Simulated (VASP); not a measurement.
# La2O3 (P-62m) in VASP: settings compared

La2O3 is run at these levels: PBEsol, LDA, r2SCAN, revPBE+D4; tasks: single point, relaxation of cell and atoms.

Program: VASP 6.6.1. These are calculated values, not measurements. Logs are shortened: lines on timing, memory, paths and dates and some standing lists are left out, and cuts for length are marked.

## Step 1: The cell of the first run

Symmetry: P-62m, No. 189, hexagonal system. Conventional cell: a = 6.390 Å, b = 6.390 Å, c = 3.364 Å, α = 90.00°, β = 90.00°, γ = 120.00°. La (site symmetry -6) has 6 O at 2.50 Å and 2 La at 3.36 Å within 3.4 Å. Within 3.4 Å of O (site symmetry m2m) lie 4 La at 2.50 Å and 6 O at 3.20 to 3.36 Å.

## Step 2: Single point, PBEsol (23.79 Å³/atom)

The input, INCAR:

```
PREC     = Accurate       # precision mode
ENCUT    = 520            # plane-wave cutoff, eV
EDIFF    = 1E-7           # SCF threshold, eV
ISMEAR   = -1             # smearing method
SIGMA    = 0.05           # smearing width, eV
LREAL    = F              # projectors in reciprocal space
LASPH    = T              # aspherical terms in the spheres
NELM     = 60             # most SCF steps
ALGO     = Normal         # electronic algorithm
ISIF     = 2              # what is computed and relaxed
LWAVE    = F              # write WAVECAR
LCHARG   = F              # write CHGCAR
GGA      = PS             # functional
NBANDS   = 28             # bands
```

The input, KPOINTS:

```
regular mesh
0
Gamma
  5 5 8
```

The input, POSCAR:

```
La2O3
1.0
    6.3896895259      0.0000000000      0.0000000000
   -3.1948447630      5.5336334518      0.0000000000
    0.0000000000      0.0000000000      3.3644837246
La O
2 3
Direct
    0.6666666667      0.3333333333      0.5000000000
    0.3333333333      0.6666666667      0.5000000000
    0.5080139900      0.0000000000      0.0000000000
    0.0000000000      0.5080139900      0.0000000000
    0.4919860100      0.4919860100      0.0000000000
```

Potentials or basis: VASP PAW PBE potentials, release 64 (La, O).

Started as:

```bash
> cat potpaw_PBE.64/La/POTCAR potpaw_PBE.64/O/POTCAR > POTCAR
> mpirun -np 1 vasp_std > vasp.out
```

OUTCAR:

```text
PREC = Accurate
   ENCUT = 520
   EDIFF = 1E-7
   ISMEAR = -1
   LREAL = F
   LASPH = T
   NELM = 60
   ISIF = 2
   GGA = PS

 ion  position               nearest neighbor table
   1  0.667  0.333  0.500-   4 2.50   4 2.50   3 2.50   3 2.50   5 2.50   5 2.50
   2  0.333  0.667  0.500-   4 2.50   4 2.50   3 2.50   3 2.50   5 2.50   5 2.50
   3  0.508  0.000  0.000-   1 2.50   1 2.50   2 2.50   2 2.50
   4  0.000  0.508  0.000-   2 2.50   2 2.50   1 2.50   1 2.50
   5  0.492  0.492  0.000-   1 2.50   1 2.50   2 2.50   2 2.50

  LATTYP: Found a hexagonal cell.
 ALAT       =     6.3896895259
 C/A-ratio  =     0.5265488583

  Lattice vectors:

 A1 = (   6.3896895259,   0.0000000000,   0.0000000000)
 A2 = (  -3.1948447630,   5.5336334518,   0.0000000000)
 A3 = (   0.0000000000,   0.0000000000,   3.3644837246)

Analysis of symmetry for initial positions (statically):
=====================================================================
 Subroutine PRICEL returns:
 Original cell was already a primitive cell.

 Routine SETGRP: Setting up the symmetry group for a
 hexagonal supercell.

 Subroutine GETGRP returns: Found 12 space group operations
 (whereof 12 operations were pure point group operations)
 out of a pool of 24 trial point group operations.

The static configuration has the point symmetry D_3h.

Analysis of symmetry for dynamics (positions and initial velocities):
=====================================================================
 Subroutine PRICEL returns:
 Original cell was already a primitive cell.

 Routine SETGRP: Setting up the symmetry group for a
 hexagonal supercell.

 Subroutine GETGRP returns: Found 12 space group operations
 (whereof 12 operations were pure point group operations)
 out of a pool of 24 trial point group operations.

The dynamic configuration has the point symmetry D_3h.

 Subroutine INISYM returns: Found 12 space group operations
 (whereof 12 operations are pure point group operations),
 and found     1 'primitive' translations

----------------------------------------------------------------------------------------

                                     Primitive cell

  volume of cell :     118.9621

  direct lattice vectors                    reciprocal lattice vectors
[... 90 lines left out ...]
   ENCUT  =  520.0 eV  38.22 Ry    6.18 a.u.  11.88 11.88  6.26*2*pi/ulx,y,z
   NELM   =     60;   NELMIN=  2; NELMDL= -5     # of ELM steps
   EDIFF  = 0.1E-06   stopping-criterion for ELM
   LREAL  =      F    real-space projection
   EDIFFG = 0.1E-05   stopping-criterion for IOM
   NSW    =      0    number of steps for IOM
   IBRION =     -1    ionic relax: 0-MD 1-quasi-New 2-CG
   NFREE  =      0    steps in history (QN), initial steepest desc. (CG)
   ISIF   =      2    stress and relaxation
   ISYM   =      2    0-nonsym 1-usesym 2-fastsym
   POTIM  = 0.5000    time-step for ionic-motion
   TEBEG  =    0.0;   TEEND  =   0.0 temperature during run
   PSTRESS=    0.0 pullay stress
   NELECT =      40.0000    total number of electrons
   NUPDOWN=      -1.0000    fix difference up-down
   EMIN   =  10.00;   EMAX   =-10.00  energy-range for DOS
   EFERMI =   0.00;   METHOD = LEGACY
   ISMEAR =    -1;   SIGMA  =   0.05  broadening in eV -4-tet -1-fermi 0-gaus
   EFERMI_NEDOS =   21; number of points for ismear=-14 and -15
   IALGO  =     38    algorithm
   IMIX   =      4    mixing-type and parameters
     AMIX     =   0.40;   BMIX     =  1.00
     AMIX_MAG =   1.60;   BMIX_MAG =  1.00
  volume/ion in A,a.u.               =      23.79       160.56
  Fermi-wavevector in a.u.,A,eV,Ry     =   1.138392  2.151250 17.632295  1.295937
  Thomas-Fermi vector in A             =   2.275097
   LORBIT       =      0    0 simple, 1 ext, 2 COOP (PROOUT), +10 PAW based schemes
   GGA     = PS    functional components
   LHFCALC =     F    Hartree Fock is set to
   AEXX    =    0.0000 exact exchange contribution
   IVDW    =     0    specifies the selected vdW correction
   LEPSILON=     F    determine dielectric tensor
   LRPA    =     F    only Hartree local field effects (RPA)
 non-spin polarized calculation
  energy-cutoff  :      520.00
  volume of cell :      118.96
 maximum number of plane-waves:      3229
 NGX is ok and might be reduce to    48
   NGX = 23   NGY = 23   NGZ = 13

 number of electron      40.0000003 magnetization

 Free energy of the ion-electron system (eV)
  ---------------------------------------------------
  ext. energy  EPLUGINS =         0.00000000
  ---------------------------------------------------
  free energy    TOTEN  =       -42.28594058 eV

  energy without entropy =      -42.28594057  energy(sigma->0) =      -42.28594058

 E-fermi :   3.5317     XC(G=0):  -8.2465

 val. band max:        2.6418817271   @ k =   0.0000   0.0000   0.5000
 cond. band min:       4.3836563509   @ k =   0.0000   0.0000   0.0000
 fundamental gap:      1.7417746237
 Fermi energy:         3.5316820091

 k-point     1 :       0.0000    0.0000    0.0000
  band No.  band energies     occupation
      1     -27.8349      2.00000
      2     -27.6599      2.00000
      3     -14.3498      2.00000
      4     -14.3498      2.00000
      5     -12.8347      2.00000
      6     -11.3726      2.00000
[... 733 lines left out ...]
     27       7.2932      0.00000
     28       7.3492      0.00000

 [... further k-points ...]

------------------------ aborting loop because EDIFF is reached ----------------------------------------

  FORCE on cell =-STRESS in cart. coord.  units (eV):
  Direction    XX          YY          ZZ          XY          YZ          ZX
  --------------------------------------------------------------------------------------
  -------------------------------------------------------------------------------------
  Total       -2.9888366     -2.9888366     -7.6921692      0.0000000      0.0000000      0.0000000
  in kB      -40.2535486    -40.2535486   -103.5978722      0.0000000      0.0000000      0.0000000
  external PRESSURE =     -61.3683232 kB  Pullay stress =       0.0000000 kB

 VOLUME and BASIS-vectors are now :
 -----------------------------------------------------------------------------
  energy-cutoff  :      520.00
  volume of cell :      118.96
      direct lattice vectors                 reciprocal lattice vectors
     6.389689526  0.000000000  0.000000000     0.156502127  0.090356545  0.000000000
    -3.194844763  5.533633452  0.000000000     0.000000000  0.180713090  0.000000000
     0.000000000  0.000000000  3.364483725     0.000000000  0.000000000  0.297222422

 POSITION                                       TOTAL-FORCE (eV/Angst)
 -----------------------------------------------------------------------------------
      3.19484      1.84454      1.68224        -0.000000     -0.000000      0.000000
     -0.00000      3.68909      1.68224        -0.000000     -0.000000      0.000000
      3.24605      0.00000      0.00000        -0.087492     -0.000000      0.000000
     -1.62303      2.81116      0.00000         0.043746     -0.075770     -0.000000
      1.57182      2.72247      0.00000         0.043746      0.075770      0.000000
 -----------------------------------------------------------------------------------
    total drift:                               -0.000000     -0.000001      0.000000

  FREE ENERGIE OF THE ION-ELECTRON SYSTEM (eV)
  ---------------------------------------------------
  free  energy   TOTEN  =       -42.2859405755 eV

  energy  without entropy=      -42.2859405747  energy(sigma->0) =      -42.28594058
```

OSZICAR:

```text
N       E                     dE             d eps       ncg     rms          rms(c)
DAV:   1     0.533938941020E+03    0.53394E+03   -0.16001E+04  1416   0.201E+03
DAV:   2     0.112216625351E+03   -0.42172E+03   -0.39966E+03  1928   0.338E+02
DAV:   3    -0.273460198632E+02   -0.13956E+03   -0.13518E+03  2216   0.220E+02
DAV:   4    -0.475393554260E+02   -0.20193E+02   -0.19445E+02  2368   0.818E+01
DAV:   5    -0.488471438280E+02   -0.13078E+01   -0.13067E+01  2448   0.247E+01    0.143E+01
DAV:   6    -0.429430101685E+02    0.59041E+01   -0.55840E+01  2240   0.374E+01    0.802E+00
DAV:   7    -0.425254533530E+02    0.41756E+00   -0.63666E+00  2688   0.218E+01    0.332E+00
DAV:   8    -0.422821624520E+02    0.24329E+00   -0.98327E-01  2384   0.779E+00    0.109E+00
DAV:   9    -0.422616160114E+02    0.20546E-01   -0.24405E-01  2708   0.379E+00    0.418E-01
DAV:  10    -0.422800908192E+02   -0.18475E-01   -0.24955E-02  2296   0.106E+00    0.145E-01
DAV:  11    -0.422840237108E+02   -0.39329E-02   -0.64458E-03  2176   0.463E-01    0.100E-01
DAV:  12    -0.422858183288E+02   -0.17946E-02   -0.22140E-03  2144   0.333E-01    0.470E-02
DAV:  13    -0.422859027638E+02   -0.84435E-04   -0.75206E-04  2440   0.161E-01    0.212E-02
DAV:  14    -0.422859361331E+02   -0.33369E-04   -0.11680E-04  2336   0.759E-02    0.527E-03
DAV:  15    -0.422859398686E+02   -0.37355E-05   -0.12526E-05  2576   0.281E-02    0.447E-03
DAV:  16    -0.422859405483E+02   -0.67960E-06   -0.33235E-06  2400   0.120E-02    0.142E-03
DAV:  17    -0.422859405551E+02   -0.68731E-08   -0.11806E-06  2352   0.636E-03    0.111E-03
DAV:  18    -0.422859405755E+02   -0.20380E-07   -0.78659E-08  1520   0.290E-03
   1 F= -.42285941E+02 E0= -.42285941E+02  d E =-.787789E-09
```

stdout:

```text
POSCAR found type information on POSCAR LaO
 POSCAR found :  2 types and       5 ions
 scaLAPACK will be used
 -----------------------------------------------------------------------------
|                                                                             |
|                                                                             |
|     You enforced a specific xc type in the INCAR file but a different       |
|     I HOPE YOU KNOW WHAT YOU ARE DOING!                                     |
|                                                                             |
 -----------------------------------------------------------------------------

 LDA part: xc-table for (Slater+PW92), standard interpolation
 POSCAR, INCAR and KPOINTS ok, starting setup
 FFT: planning ... GRIDC
 FFT: planning ... GRID_SOFT
 FFT: planning ... GRID
 WAVECAR not read
 entering main loop
```

Run time: 2.2 min. Hardware: 1 thread of Intel Xeon Platinum 8259CL at 2.50GHz (Skylake/Cascade Lake), shared host; peak memory 0.29 GiB.

Results:

```yaml
Free_energy: -42.2859 eV
Pressure: -6.1 GPa
Largest_force: 0.087 eV/Å
Band_gap_on_the_k_mesh: 1.74 eV (least direct gap 2.08 eV)
```

Forces in eV/Å, atoms in the order of the input:
```
La   0.000  0.000  0.000
La   0.000  0.000  0.000
O   -0.087  0.000  0.000
O    0.044 -0.076  0.000
O    0.044  0.076  0.000
```

Stress tensor (GPa, compression positive):
```
 -4.03   0.00   0.00
  0.00  -4.03   0.00
  0.00   0.00 -10.36
```

Levels at points of the mesh, in eV from the valence-band top:
```csv
k point,band 18,band 19,band 20,band 21,band 22,band 23
"(0.00, 0.00, 0.00)",-0.79,-0.40,-0.34,1.74,3.63,4.04
"(0.00, 0.00, 0.50)",-0.85,-0.05,0.00,4.31,4.35,4.38
```

Caveat: the stress differs along the axes, from -10 to -4 GPa; the PAW data sets were made with another functional, which shifts forces and pressure a little; spin-orbit coupling is left out, which moves the levels of the heavy elements.

## Step 3: Single point, LDA

This run uses another cell than the first one, of 22.45 Å³/atom.

The input, INCAR:

```
SYSTEM = La2O3
PREC     = Accurate       ! precision mode
ENCUT    = 520            ! plane-wave cutoff, eV
EDIFF    = 1E-6           ! SCF threshold, eV
ISMEAR   = 0              ! smearing method
SIGMA    = 0.01           ! smearing width, eV
LREAL    = .FALSE.        ! projectors in reciprocal space
LASPH    = .TRUE.         ! aspherical terms in the spheres
NELM     = 100            ! most SCF steps
ALGO     = Normal         ! electronic algorithm
ISIF     = 2              ! what is computed and relaxed
LWAVE    = .FALSE.        ! write WAVECAR
LCHARG   = .FALSE.        ! write CHGCAR
GGA      = CA             ! functional
NBANDS   = 28             ! bands
```

The input, KPOINTS:

```
regular mesh
0
G
  6 6 8
  0 0 0
```

Changes to POSCAR since step 2:

```diff
@@ -2,5 +2,5 @@
 1.0
-    6.3896895259      0.0000000000      0.0000000000
-   -3.1948447630      5.5336334518      0.0000000000
-    0.0000000000      0.0000000000      3.3644837246
+    6.2667802772      0.0000000000      0.0000000000
+   -3.1333901386      5.4271909200      0.0000000000
+    0.0000000000      0.0000000000      3.2997660000
 La O
```

Potentials or basis: VASP PAW LDA potentials, release 64 (La, O).

Started as:

```bash
> cat potpaw_LDA.64/La/POTCAR potpaw_LDA.64/O/POTCAR > POTCAR
> mpirun -np 1 vasp_std > vasp.out
```

Wall time 2 min (1 thread of Intel Xeon Platinum 8259CL at 2.50GHz (Skylake/Cascade Lake), shared host); peak memory 0.26 GiB.

The run converged. Its results:

| Item | Value |
| --- | --- |
| Free energy | -44.3930 eV |
| Pressure | -3.3 GPa |
| Largest force | 0.073 eV/Å |
| Band gap on the k mesh | 1.38 eV (least direct gap 1.90 eV) |

Forces in eV/Å, atoms in the order of the input:
```
La   0.000  0.000  0.000
La   0.000  0.000  0.000
O   -0.073  0.000  0.000
O    0.037 -0.064  0.000
O    0.037  0.064  0.000
```

Stress tensor (GPa, compression positive):
```
-1.70  0.00  0.00
 0.00 -1.70  0.00
 0.00  0.00 -6.35
```

Levels at points of the mesh, in eV from the valence-band top:
```tsv
k point	band 18	band 19	band 20	band 21	band 22	band 23
(0.00, 0.00, 0.00)	-1.03	-0.74	-0.52	1.38	3.32	3.86
(0.50, 0.00, 0.00)	-1.20	-1.17	-0.98	2.56	3.37	4.12
(0.00, 0.00, 0.50)	-1.22	-0.34	0.00	4.11	4.15	4.21
(0.50, 0.00, 0.50)	-1.43	-0.70	-0.65	4.14	4.22	4.25
```

Caveat: the cell stands under tension; spin-orbit coupling is left out, which moves the levels of the heavy elements.

(Continued in part 2 of 2.)
